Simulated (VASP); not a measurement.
# ScSi2 (P6/mmm) in VASP: notebook, part 2 of 2

VASP 6.6.1.

## Step 3: Electric field gradients, PBEsol (zz strain of +2 %)

INCAR reads:

```
  PREC = Accurate
  ENCUT = 520
  EDIFF = 1E-8
  ISMEAR = -1
  SIGMA = 0.05
  LREAL = False
  LASPH = True
  NELM = 100
  ALGO = Normal
  ISIF = 2
  LWAVE = False
  LCHARG = False
  GGA = PS
  LEFG = True
  NBANDS = 16
```

KPOINTS reads:

```
regular mesh
0
Gamma
  13 13 11
```

POSCAR reads:

```
ScSi2
1.0
    3.6599987106      0.0000000000      0.0000000000
   -1.8299993553      3.1696518612      0.0000000000
    0.0000000000      0.0000000000      3.9474000000
Sc Si
1 2
Direct
    0.0000000000      0.0000000000      0.0000000000
    0.3333333333      0.6666666667      0.5000000000
    0.6666666667      0.3333333333      0.5000000000
```

Potentials or basis: VASP PAW PBE potentials, release 64 (Sc_sv, Si).

Started as:

```console
$ cat potpaw_PBE.64/Sc_sv/POTCAR potpaw_PBE.64/Si/POTCAR > POTCAR
$ mpirun -np 1 vasp_std > vasp.out
```

OUTCAR:

```text
PREC = Accurate
   ENCUT = 520
   EDIFF = 1E-8
   ISMEAR = -1
   LREAL = False
   LASPH = True
   NELM = 100
   ISIF = 2
   GGA = PS

 ion  position               nearest neighbor table
   1  0.000  0.000  0.000-   2 2.89   3 2.89   2 2.89   3 2.89   3 2.89   3 2.89   2 2.89   2 2.89
                             3 2.89   3 2.89   2 2.89   2 2.89
   2  0.333  0.667  0.500-   3 2.11   3 2.11   3 2.11   1 2.89   1 2.89   1 2.89   1 2.89   1 2.89
                             1 2.89
   3  0.667  0.333  0.500-   2 2.11   2 2.11   2 2.11   1 2.89   1 2.89   1 2.89   1 2.89   1 2.89
                             1 2.89

  LATTYP: Found a hexagonal cell.
 ALAT       =     3.6599987106
 C/A-ratio  =     1.0785249701

  Lattice vectors:

 A1 = (   3.6599987106,   0.0000000000,   0.0000000000)
 A2 = (  -1.8299993553,   3.1696518612,   0.0000000000)
 A3 = (   0.0000000000,   0.0000000000,   3.9474000000)

Analysis of symmetry for initial positions (statically):
=====================================================================
 Subroutine PRICEL returns:
 Original cell was already a primitive cell.

 Routine SETGRP: Setting up the symmetry group for a
 hexagonal supercell.

 Subroutine GETGRP returns: Found 24 space group operations
 (whereof 24 operations were pure point group operations)
 out of a pool of 24 trial point group operations.

The static configuration has the point symmetry D_6h.

Analysis of symmetry for dynamics (positions and initial velocities):
=====================================================================
 Subroutine PRICEL returns:
 Original cell was already a primitive cell.

 Routine SETGRP: Setting up the symmetry group for a
 hexagonal supercell.

 Subroutine GETGRP returns: Found 24 space group operations
 (whereof 24 operations were pure point group operations)
 out of a pool of 24 trial point group operations.

The dynamic configuration has the point symmetry D_6h.

 Subroutine INISYM returns: Found 24 space group operations
 (whereof 24 operations are pure point group operations),
 and found     1 'primitive' translations

----------------------------------------------------------------------------------------

                                     Primitive cell

  volume of cell :      45.7935

  direct lattice vectors                    reciprocal lattice vectors
     3.659998711  0.000000000  0.000000000     0.273224140  0.157746031  0.000000000
    -1.829999355  3.169651861  0.000000000     0.000000000  0.315492062  0.000000000
     0.000000000  0.000000000  3.947400000     0.000000000  0.000000000  0.253331307

  length of vectors
     3.659998711  3.659998711  3.947400000     0.315492062  0.315492062  0.253331307

  position of ions in fractional coordinates (direct lattice)
     0.000000000  0.000000000  0.000000000
     0.333333333  0.666666667  0.500000000
     0.666666667  0.333333333  0.500000000

  ion indices of the primitive-cell ions
   primitive index   ion index
                 1           1
                 2           2
                 3           3

[... 86 lines left out ...]
   ISMEAR =    -1;   SIGMA  =   0.05  broadening in eV -4-tet -1-fermi 0-gaus
   EFERMI_NEDOS =   21; number of points for ismear=-14 and -15
   IALGO  =     38    algorithm
   IMIX   =      4    mixing-type and parameters
     AMIX     =   0.40;   BMIX     =  1.00
     AMIX_MAG =   1.60;   BMIX_MAG =  1.00
  volume/ion in A,a.u.               =      15.26       103.01
  Fermi-wavevector in a.u.,A,eV,Ry     =   1.221026  2.307404 20.284979  1.490904
  Thomas-Fermi vector in A             =   2.356223
   LORBIT       =      0    0 simple, 1 ext, 2 COOP (PROOUT), +10 PAW based schemes
   GGA     = PS    functional components
   LHFCALC =     F    Hartree Fock is set to
   AEXX    =    0.0000 exact exchange contribution
   IVDW    =     0    specifies the selected vdW correction
   LEPSILON=     F    determine dielectric tensor
   LRPA    =     F    only Hartree local field effects (RPA)
 non-spin polarized calculation
  energy-cutoff  :      520.00
  volume of cell :       45.79
 maximum number of plane-waves:      1251
 NGX is ok and might be reduce to    28
   NGX = 13   NGY = 13   NGZ = 15

 number of electron      19.0000004 magnetization

 Free energy of the ion-electron system (eV)
  ---------------------------------------------------
  ext. energy  EPLUGINS =         0.00000000
  ---------------------------------------------------
  free energy    TOTEN  =       -18.66354262 eV

  energy without entropy =      -18.64800730  energy(sigma->0) =      -18.65577496

 E-fermi :   8.9288     XC(G=0): -11.2442

 val. band max:        8.9241683187   @ k =   0.3846   0.1538   0.1818
 cond. band min:       8.9814468287   @ k =   0.3077   0.2308   0.0909
 fundamental gap:      0.0572785100
 Fermi energy:         8.9288043610

 k-point     1 :       0.0000    0.0000    0.0000
  band No.  band energies     occupation
      1     -40.5123      2.00000
      2     -19.3022      2.00000
      3     -19.2289      2.00000
      4     -19.2289      2.00000
      5      -4.8459      2.00000
      6       5.2211      2.00000
[... 433 lines left out ...]
      3     -19.2559      2.00000
      4     -19.2348      2.00000
      5      -4.4536      2.00000
      6       4.0742      2.00000
[... 8 lines left out ...]
     15      12.0062      0.00000
     16      12.1894      0.00000

 [... further k-points ...]

------------------------ aborting loop because EDIFF is reached ----------------------------------------

  FORCE on cell =-STRESS in cart. coord.  units (eV):
  Direction    XX          YY          ZZ          XY          YZ          ZX
  --------------------------------------------------------------------------------------
  -------------------------------------------------------------------------------------
  Total        9.3280369      9.3280369     -1.5837723      0.0000000     -0.0000000     -0.0000000
  in kB      326.3602104    326.3602104    -55.4114717      0.0000000     -0.0000000     -0.0000000
  external PRESSURE =     199.1029830 kB  Pullay stress =       0.0000000 kB

 VOLUME and BASIS-vectors are now :
 -----------------------------------------------------------------------------
  energy-cutoff  :      520.00
  volume of cell :       45.79
      direct lattice vectors                 reciprocal lattice vectors
     3.659998711  0.000000000  0.000000000     0.273224140  0.157746031  0.000000000
    -1.829999355  3.169651861  0.000000000     0.000000000  0.315492062  0.000000000
     0.000000000  0.000000000  3.947400000     0.000000000  0.000000000  0.253331307

 POSITION                                       TOTAL-FORCE (eV/Angst)
 -----------------------------------------------------------------------------------
      0.00000      0.00000      0.00000        -0.000000      0.000000     -0.000000
     -0.00000      2.11310      1.97370         0.000000     -0.000000     -0.000000
      1.83000      1.05655      1.97370        -0.000000      0.000000      0.000000
 -----------------------------------------------------------------------------------
    total drift:                               -0.000000      0.000000      0.000000

  FREE ENERGIE OF THE ION-ELECTRON SYSTEM (eV)
  ---------------------------------------------------
  free  energy   TOTEN  =       -18.6635426169 eV

  energy  without entropy=      -18.6480073048  energy(sigma->0) =      -18.65577496

 Electric field gradients (V/A^2)
---------------------------------------------------------------------
 ion       V_xx      V_yy      V_zz      V_xy      V_xz      V_yz
---------------------------------------------------------------------
   1       1.856     1.855    -3.711    -0.001    -0.000    -0.000
   2      -8.795    -8.795    17.590     0.000     0.000     0.000
   3      -8.795    -8.795    17.590     0.000     0.000     0.000
---------------------------------------------------------------------

 Electric field gradients after diagonalization (V/A^2)
 (convention: |V_zz| > |V_xx| > |V_yy|)
----------------------------------------------------------------------
 ion       V_xx      V_yy      V_zz     asymmetry (V_yy - V_xx)/ V_zz
----------------------------------------------------------------------
   1       1.857     1.854    -3.711       0.001
   2      -8.795    -8.795    17.590       0.000
   3      -8.795    -8.795    17.590       0.000
----------------------------------------------------------------------

           NMR quadrupolar parameters

 Cq : quadrupolar parameter    Cq=e*Q*V_zz/h
 eta: asymmetry parameters     (V_yy - V_xx)/ V_zz
 Q  : nuclear electric quadrupole moment in mb (millibarn)
----------------------------------------------------------------------
 ion       Cq(MHz)       eta       Q (mb)
----------------------------------------------------------------------
   1      -0.009       0.001       1.000
   2       0.043       0.000       1.000
   3       0.043       0.000       1.000
----------------------------------------------------------------------
```

OSZICAR:

```text
N       E                     dE             d eps       ncg     rms          rms(c)
DAV:   1     0.118880351377E+03    0.11888E+03   -0.81481E+03  4064   0.112E+03
DAV:   2    -0.149511193192E+02   -0.13383E+03   -0.13060E+03  4096   0.326E+02
DAV:   3    -0.209033836967E+02   -0.59523E+01   -0.57063E+01  6328   0.651E+01
DAV:   4    -0.210187685052E+02   -0.11538E+00   -0.11528E+00  4992   0.903E+00
DAV:   5    -0.210223937552E+02   -0.36253E-02   -0.36249E-02  6144   0.158E+00    0.112E+01
DAV:   6    -0.187003108549E+02    0.23221E+01   -0.89119E+00  6640   0.274E+01    0.472E+00
DAV:   7    -0.186813951357E+02    0.18916E-01   -0.27028E-01  4768   0.367E+00    0.281E+00
DAV:   8    -0.186653559849E+02    0.16039E-01   -0.44398E-02  5848   0.217E+00    0.461E-01
DAV:   9    -0.186637993985E+02    0.15566E-02   -0.17950E-02  6424   0.136E+00    0.194E-01
DAV:  10    -0.186643880290E+02   -0.58863E-03   -0.10307E-02  6088   0.965E-01    0.178E-01
DAV:  11    -0.186635380505E+02    0.84998E-03   -0.43708E-03  6080   0.642E-01    0.908E-03
DAV:  12    -0.186635433247E+02   -0.52742E-05   -0.55715E-05  4408   0.481E-02    0.184E-02
DAV:  13    -0.186635427471E+02    0.57756E-06   -0.25591E-06  6200   0.166E-02    0.508E-03
DAV:  14    -0.186635427846E+02   -0.37455E-07   -0.29856E-07  6376   0.583E-03    0.400E-03
DAV:  15    -0.186635426110E+02    0.17358E-06   -0.52352E-07  6592   0.620E-03    0.446E-04
DAV:  16    -0.186635426169E+02   -0.59288E-08   -0.11075E-08  2824   0.871E-04
   1 F= -.18663543E+02 E0= -.18655775E+02  d E =-.155353E-01
```

stdout:

```text
POSCAR found type information on POSCAR ScSi
 POSCAR found :  2 types and       3 ions
 scaLAPACK will be used
 -----------------------------------------------------------------------------
|                                                                             |
|                                                                             |
|     You enforced a specific xc type in the INCAR file but a different       |
|     I HOPE YOU KNOW WHAT YOU ARE DOING!                                     |
|                                                                             |
 -----------------------------------------------------------------------------

 LDA part: xc-table for (Slater+PW92), standard interpolation
 POSCAR, INCAR and KPOINTS ok, starting setup
 FFT: planning ... GRIDC
 FFT: planning ... GRID_SOFT
 FFT: planning ... GRID
 WAVECAR not read
 entering main loop
ion   1

ion   2

ion   3
```

It took 90 s on 1 thread of Intel Xeon Platinum 8259CL at 2.50GHz (Skylake/Cascade Lake), shared host; peak memory 0.22 GiB.

Results:

```
Free energy : -18.6635 eV
Pressure    : 19.9 GPa
```

Electric field gradients, principal values (V/Å²):
| atom | least | middle | greatest (by size) |
| --- | --- | --- | --- |
| 1 Sc | 1.854 | 1.857 | -3.711 |
| 2 Si | -8.795 | -8.795 | 17.590 |
| 3 Si | -8.795 | -8.795 | 17.590 |

Caveat: the cell differs from its parent crystal (zz strain of +2 %); without QUAD_EFG the Cq values of the log hold for a quadrupole moment of 1 mb, not for the nuclei; the PAW data sets were made with another functional, which shifts forces and pressure a little.
